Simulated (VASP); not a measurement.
# Hf2Si3 (P6/mmm) in VASP: further runs

Hf2Si3 is run at these levels: PBE; tasks: single point, relaxation of cell and atoms.

Everything below comes from runs of VASP 6.6.1. Logs are shortened: lines on timing, memory, paths and dates and some standing lists are left out, and cuts for length are marked.

## Step 1: The cell of the first run

Symmetry: P6/mmm, No. 191, hexagonal system. The conventional cell has a = 3.732 Å, b = 3.732 Å, c = 7.053 Å, α = 90.00°, β = 90.00°, γ = 120.00°. Within 2.6 Å of Hf (site symmetry 6mm) lie 1 Si at 1.99 Å. Within 3.0 Å of Si (site symmetry -6m2) lie 6 Si at 2.15 Å and 6 Hf at 2.93 Å. Within 2.6 Å of Si (site symmetry 6/mmm) lie 2 Hf at 1.99 Å and 6 Si at 2.15 Å.

The cell was built from a structure type or drawn by symmetry, and may not be a known phase.

## Step 2: Single point, PBE

File INCAR:

```
SYSTEM = Hf2Si3
PREC = Accurate
ENCUT = 520
EDIFF = 1E-6
ISMEAR = 0
SIGMA = 0.1
LREAL = .FALSE.
LASPH = .TRUE.
NELM = 100
ALGO = Normal
ISIF = 2
LWAVE = .FALSE.
LCHARG = .TRUE.
GGA = PE
LELF = .TRUE.
LVHAR = .TRUE.
NBANDS = 24
```

File KPOINTS:

```
regular mesh
0
G
  6 6 4
  0 0 0
```

File POSCAR:

```
Hf2Si3
1.0
    3.7322885000      0.0000000000      0.0000000000
   -1.8661442500      3.2322566600      0.0000000000
    0.0000000000      0.0000000000      7.0529271800
Hf Si
2 3
Direct
    0.0000000000      0.0000000000      0.7176424000
    0.0000000000      0.0000000000      0.2823576000
    0.3333333300      0.6666666700      0.0000000000
    0.6666666700      0.3333333300      0.0000000000
    0.0000000000      0.0000000000      0.0000000000
```

Potentials or basis: VASP PAW PBE potentials, release 64 (Hf_pv, Si).

Command:

```bash
$ cat potpaw_PBE.64/Hf_pv/POTCAR potpaw_PBE.64/Si/POTCAR > POTCAR
$ mpirun -np 1 vasp_std > vasp.out
```

OUTCAR:

```text
SYSTEM = Hf2Si3
   PREC = Accurate
   ENCUT = 520
   EDIFF = 1E-6
   ISMEAR = 0
   LREAL = .FALSE.
   LASPH = .TRUE.
   NELM = 100
   ISIF = 2
   GGA = PE

 ion  position               nearest neighbor table
   1  0.000  0.000  0.718-   5 1.99   4 2.93   3 2.93   4 2.93   3 2.93   4 2.93   3 2.93   2 3.07

   2  0.000  0.000  0.282-   5 1.99   4 2.93   3 2.93   4 2.93   3 2.93   4 2.93   3 2.93   1 3.07

   3  0.333  0.667  0.000-   5 2.15   4 2.15   4 2.15   5 2.15   5 2.15   4 2.15   1 2.93   2 2.93
                             1 2.93   2 2.93   1 2.93   2 2.93
   4  0.667  0.333  0.000-   5 2.15   3 2.15   3 2.15   5 2.15   5 2.15   3 2.15   1 2.93   2 2.93
                             2 2.93   1 2.93   2 2.93   1 2.93
   5  0.000  0.000  0.000-   1 1.99   2 1.99   3 2.15   4 2.15   4 2.15   3 2.15   4 2.15   3 2.15

  LATTYP: Found a hexagonal cell.
 ALAT       =     3.7322885000
 C/A-ratio  =     1.8897057877

  Lattice vectors:

 A1 = (   3.7322885000,   0.0000000000,   0.0000000000)
 A2 = (  -1.8661442500,   3.2322566600,   0.0000000000)
 A3 = (   0.0000000000,   0.0000000000,   7.0529271800)

Analysis of symmetry for initial positions (statically):
=====================================================================
 Subroutine PRICEL returns:
 Original cell was already a primitive cell.

 Routine SETGRP: Setting up the symmetry group for a
 hexagonal supercell.

 Subroutine GETGRP returns: Found 24 space group operations
 (whereof 24 operations were pure point group operations)
 out of a pool of 24 trial point group operations.

The static configuration has the point symmetry D_6h.

Analysis of symmetry for dynamics (positions and initial velocities):
=====================================================================
 Subroutine PRICEL returns:
 Original cell was already a primitive cell.

 Routine SETGRP: Setting up the symmetry group for a
 hexagonal supercell.

 Subroutine GETGRP returns: Found 24 space group operations
 (whereof 24 operations were pure point group operations)
 out of a pool of 24 trial point group operations.

The dynamic configuration has the point symmetry D_6h.

 Subroutine INISYM returns: Found 24 space group operations
 (whereof 24 operations are pure point group operations),
 and found     1 'primitive' translations

----------------------------------------------------------------------------------------

                                     Primitive cell

  volume of cell :      85.0845

  direct lattice vectors                    reciprocal lattice vectors
     3.732288500  0.000000000  0.000000000     0.267932128  0.154690686  0.000000000
    -1.866144250  3.232256660  0.000000000     0.000000000  0.309381372  0.000000000
     0.000000000  0.000000000  7.052927180     0.000000000  0.000000000  0.141785102

  length of vectors
     3.732288500  3.732288504  7.052927180     0.309381372  0.309381372  0.141785102

  position of ions in fractional coordinates (direct lattice)
     0.000000000  0.000000000  0.717642400
     0.000000000  0.000000000  0.282357600
     0.333333330  0.666666670  0.000000000
     0.666666670  0.333333330  0.000000000
     0.000000000  0.000000000  0.000000000

  ion indices of the primitive-cell ions
   primitive index   ion index
                 1           1
                 2           2
                 3           3
                 4           4
                 5           5

----------------------------------------------------------------------------------------

 KPOINTS: regular mesh

Automatic generation of k-mesh.
 Grid dimensions read from file:
 generate k-points for:    6    6    4

 Generating k-lattice:

  Cartesian coordinates                     Fractional coordinates (reciprocal lattice)
     0.044655355  0.025781781  0.000000000     0.166666667 -0.000000000  0.000000000
     0.000000000  0.051563562  0.000000000     0.000000000  0.166666667  0.000000000
     0.000000000  0.000000000  0.035446276     0.000000000  0.000000000  0.250000000

  Length of vectors
     0.051563562  0.051563562  0.035446276

  Shift w.r.t. Gamma in fractional coordinates (k-lattice)
     0.000000000  0.000000000  0.000000000

 Subroutine IBZKPT returns following result:
 ===========================================

 Found     21 irreducible k-points:

 Following reciprocal coordinates:
            Coordinates               Weight
  0.000000  0.000000  0.000000      1.000000
  0.166667 -0.000000  0.000000      6.000000
  0.333333 -0.000000  0.000000      6.000000
  0.500000  0.000000  0.000000      3.000000
  0.166667  0.166667  0.000000      6.000000
  0.333333  0.166667  0.000000     12.000000
[... 13 lines left out ...]
  0.333333  0.166667  0.500000     12.000000
  0.333333  0.333333  0.500000      2.000000
   k-points           NKPTS =     21   k-points in BZ     NKDIM =     21   number of bands    NBANDS=     24
   number of dos      NEDOS =    301   number of ions     NIONS =      5
   total plane-waves  NPLWV =  42336
   dimension x,y,z NGX =    28 NGY =   28 NGZ =   54
   dimension x,y,z NGXF=    56 NGYF=   56 NGZF=  108
   ions per type =               2   3
   NGX,Y,Z   is equivalent  to a cutoff of  12.47, 12.47, 12.73 a.u.
   NGXF,Y,Z  is equivalent  to a cutoff of  24.94, 24.94, 25.46 a.u.
 SYSTEM =  Hf2Si3
   PREC   = accura    normal or accurate (medium, high low for compatibility)
   ISTART =      0    job   : 0-new  1-cont  2-samecut
   ICHARG =      2    charge: 1-file 2-atom 10-const
   ISPIN  =      1    spin polarized calculation?
   LNONCOLLINEAR =      F non collinear calculations
   LSORBIT =      F    spin-orbit coupling
   LASPH  =      T    aspherical Exc in radial PAW
   ENCUT  =  520.0 eV  38.22 Ry    6.18 a.u.   6.94  6.94 13.11*2*pi/ulx,y,z
   NELM   =    100;   NELMIN=  2; NELMDL= -5     # of ELM steps
   EDIFF  = 0.1E-05   stopping-criterion for ELM
   LREAL  =      F    real-space projection
   EDIFFG = 0.1E-04   stopping-criterion for IOM
   NSW    =      0    number of steps for IOM
   IBRION =     -1    ionic relax: 0-MD 1-quasi-New 2-CG
   NFREE  =      0    steps in history (QN), initial steepest desc. (CG)
   ISIF   =      2    stress and relaxation
   ISYM   =      2    0-nonsym 1-usesym 2-fastsym
   POTIM  = 0.5000    time-step for ionic-motion
   TEBEG  =    0.0;   TEEND  =   0.0 temperature during run
   PSTRESS=    0.0 pullay stress
   NELECT =      32.0000    total number of electrons
   NUPDOWN=      -1.0000    fix difference up-down
   EMIN   =  10.00;   EMAX   =-10.00  energy-range for DOS
   EFERMI =   0.00;   METHOD = LEGACY
   ISMEAR =     0;   SIGMA  =   0.10  broadening in eV -4-tet -1-fermi 0-gaus
   EFERMI_NEDOS =   21; number of points for ismear=-14 and -15
   IALGO  =     38    algorithm
   IMIX   =      4    mixing-type and parameters
     AMIX     =   0.40;   BMIX     =  1.00
     AMIX_MAG =   1.60;   BMIX_MAG =  1.00
  volume/ion in A,a.u.               =      17.02       114.84
  Fermi-wavevector in a.u.,A,eV,Ry     =   1.181702  2.233093 18.999446  1.396420
  Thomas-Fermi vector in A             =   2.317970
   LORBIT       =      0    0 simple, 1 ext, 2 COOP (PROOUT), +10 PAW based schemes
   GGA     = PE    functional components
   LHFCALC =     F    Hartree Fock is set to
   AEXX    =    0.0000 exact exchange contribution
   IVDW    =     0    specifies the selected vdW correction
   LEPSILON=     F    determine dielectric tensor
   LRPA    =     F    only Hartree local field effects (RPA)
 non-spin polarized calculation
 Gauss-broadening in eV      SIGMA  =   0.10
  energy-cutoff  :      520.00
  volume of cell :       85.08
 maximum number of plane-waves:      2316
 NGX is ok and might be reduce to    28
   NGX = 13   NGY = 13   NGZ = 27

 number of electron      32.0000004 magnetization

 Free energy of the ion-electron system (eV)
  ---------------------------------------------------
  ext. energy  EPLUGINS =         0.00000000
  ---------------------------------------------------
  free energy    TOTEN  =       -24.00141660 eV

  energy without entropy =      -23.97815126  energy(sigma->0) =      -23.98978393

 E-fermi :   7.4085     XC(G=0): -10.8948

 val. band max:        7.3954499333   @ k =   0.3333   0.1667   0.2500
 cond. band min:       7.4281114384   @ k =   0.3333  -0.0000   0.2500
 fundamental gap:      0.0326615051
 Fermi energy:         7.4085496166

 k-point     1 :       0.0000    0.0000    0.0000
  band No.  band energies     occupation
      1     -23.9178      2.00000
      2     -23.5672      2.00000
      3     -23.2652      2.00000
      4     -23.2652      2.00000
      5     -23.2371      2.00000
      6     -23.2371      2.00000
[... 16 lines left out ...]
     23      10.9966      0.00000
     24      10.9966      0.00000

 k-point     2 :       0.1667   -0.0000    0.0000
  band No.  band energies     occupation
      1     -23.9104      2.00000
      2     -23.5630      2.00000
      3     -23.2968      2.00000
      4     -23.2728      2.00000
      5     -23.2665      2.00000
      6     -23.2443      2.00000
[... 16 lines left out ...]
     23      10.0292      0.00000
     24      10.8404      0.00000

 k-point     3 :       0.3333   -0.0000    0.0000
  band No.  band energies     occupation
      1     -23.8955      2.00000
      2     -23.5547      2.00000
      3     -23.3594      2.00000
      4     -23.3248      2.00000
      5     -23.2880      2.00000
      6     -23.2588      2.00000
[... 16 lines left out ...]
     23      11.1366      0.00000
     24      12.9750      0.00000
[... 433 lines left out ...]
 k-point    20 :       0.3333    0.1667    0.5000
  band No.  band energies     occupation
      1     -23.7949      2.00000
      2     -23.6483      2.00000
      3     -23.3680      2.00000
      4     -23.3455      2.00000
      5     -23.3078      2.00000
      6     -23.2849      2.00000
[... 16 lines left out ...]
     23      11.1618      0.00000
     24      11.9492      0.00000

 k-point    21 :       0.3333    0.3333    0.5000
  band No.  band energies     occupation
      1     -23.7924      2.00000
      2     -23.6448      2.00000
      3     -23.3474      2.00000
      4     -23.3474      2.00000
      5     -23.3246      2.00000
      6     -23.3246      2.00000
[... 16 lines left out ...]
     23      11.6851      0.00000
     24      11.6853      0.00000

------------------------ aborting loop because EDIFF is reached ----------------------------------------

  FORCE on cell =-STRESS in cart. coord.  units (eV):
  Direction    XX          YY          ZZ          XY          YZ          ZX
  --------------------------------------------------------------------------------------
  -------------------------------------------------------------------------------------
  Total       21.7666248     21.7666249     46.0163103     -0.0000000      0.0000000      0.0000000
  in kB      409.8748095    409.8748107    866.5067100     -0.0000000      0.0000000      0.0000000
  external PRESSURE =     562.0854434 kB  Pullay stress =       0.0000000 kB

 VOLUME and BASIS-vectors are now :
 -----------------------------------------------------------------------------
  energy-cutoff  :      520.00
  volume of cell :       85.08
      direct lattice vectors                 reciprocal lattice vectors
     3.732288500  0.000000000  0.000000000     0.267932128  0.154690686  0.000000000
    -1.866144250  3.232256660  0.000000000     0.000000000  0.309381372  0.000000000
     0.000000000  0.000000000  7.052927180     0.000000000  0.000000000  0.141785102

 POSITION                                       TOTAL-FORCE (eV/Angst)
 -----------------------------------------------------------------------------------
      0.00000      0.00000      5.06148         0.000000      0.000000    -12.426953
      0.00000      0.00000      1.99145        -0.000000     -0.000000     12.426953
     -0.00000      2.15484      0.00000         0.000000      0.000000      0.000000
      1.86614      1.07742      0.00000        -0.000000     -0.000000      0.000000
      0.00000      0.00000      0.00000         0.000000     -0.000000      0.000000
 -----------------------------------------------------------------------------------
    total drift:                               -0.000000     -0.000000     -0.000000

  FREE ENERGIE OF THE ION-ELECTRON SYSTEM (eV)
  ---------------------------------------------------
  free  energy   TOTEN  =       -24.0014165973 eV

  energy  without entropy=      -23.9781512635  energy(sigma->0) =      -23.98978393
```

It took 38 s on 1 thread of Intel Xeon 6975P-C (Granite Rapids), shared host; peak memory 0.2 GiB.

What came out:

* Free energy: -24.0014 eV
* Pressure: 56.2 GPa
* Largest force: 12.427 eV/Å
* Band gap on the k mesh: zero (bands 16 and 17 overlap by 1.56 eV)

Forces on the atoms (eV/Å):
```
Hf    0.000   0.000 -12.427
Hf    0.000   0.000  12.427
Si    0.000   0.000   0.000
Si    0.000   0.000   0.000
Si    0.000   0.000   0.000
```

Stress tensor (GPa, compression positive):
```
40.99  0.00  0.00
 0.00 40.99  0.00
 0.00  0.00 86.65
```

Caveat: the cell stands under pressure; spin-orbit coupling is left out, which moves the levels of the heavy elements; forces of over 1 eV/Å act on the atoms, so gaps and moduli don't describe the material at rest.

## Step 3: Single point, PBE

This run uses another cell than the first one, of 23.17 Å³/atom.

File INCAR:

```
SYSTEM = Hf2Si3
PREC = Accurate ; ENCUT = 520
EDIFF = 1E-7 ; ISMEAR = 0
SIGMA = 0.1 ; LREAL = .False.
LASPH = .True. ; NELM = 100
ALGO = Normal ; ISIF = 2
LWAVE = .False. ; LCHARG = .False.
GGA = PE ; NBANDS = 24
```

File KPOINTS:

```
Automatic mesh
0
Gamma
  6 6 4
  0 0 0
```

File POSCAR:

```
Hf2Si3
1.0
    4.1442166618      0.0000000000      0.0000000000
   -2.0721083309      3.5889969079      0.0000000000
    0.0000000000      0.0000000000      7.7897998795
Hf Si
2 3
Direct
    0.0000000000      0.0000000000      0.6823082704
    0.0000000000      0.0000000000      0.3176917296
    0.3333333333      0.6666666667      0.0000000000
    0.6666666667      0.3333333333      0.0000000000
    0.0000000000      0.0000000000      0.0000000000
```

Potentials or basis: VASP PAW PBE potentials, release 64 (Hf_pv, Si).

Command:

```bash
$ cat potpaw_PBE.64/Hf_pv/POTCAR potpaw_PBE.64/Si/POTCAR > POTCAR
$ mpirun -np 1 vasp_std > vasp.out
```

It took 39 s on 1 thread of Intel Xeon 6975P-C (Granite Rapids), shared host; peak memory 0.25 GiB.

Results (log left out):

- Free energy: -30.2860 eV
- Pressure: -0.1 GPa
- Largest force: 0.007 eV/Å
- Band gap on the k mesh: zero (bands 16 and 17 overlap by 1.73 eV)

Forces on the atoms (eV/Å):
```
Hf   0.000  0.000 -0.007
Hf   0.000  0.000  0.007
Si   0.000  0.000  0.000
Si   0.000  0.000  0.000
Si   0.000  0.000  0.000
```

Stress tensor (GPa, compression positive):
```
 0.02  0.00  0.00
 0.00  0.02  0.00
 0.00  0.00 -0.26
```

Levels at points of the mesh, in eV from the Fermi level:
| k point | band 14 | band 15 | band 16 | band 17 | band 18 | band 19 |
| --- | --- | --- | --- | --- | --- | --- |
| (0.00, 0.00, 0.00) | -3.06 | -1.42 | -1.05 | 0.88 | 0.88 | 0.99 |
| (0.50, 0.00, 0.00) | -1.09 | -0.71 | -0.01 | 0.61 | 0.71 | 1.14 |
| (0.00, 0.00, 0.50) | -2.42 | -1.57 | -1.42 | -1.33 | 0.22 | 0.22 |
| (0.50, 0.00, 0.50) | -1.06 | -0.32 | -0.03 | 0.37 | 1.42 | 2.26 |

Caveat: spin-orbit coupling is left out, which moves the levels of the heavy elements.

[end of part 1 of 3]
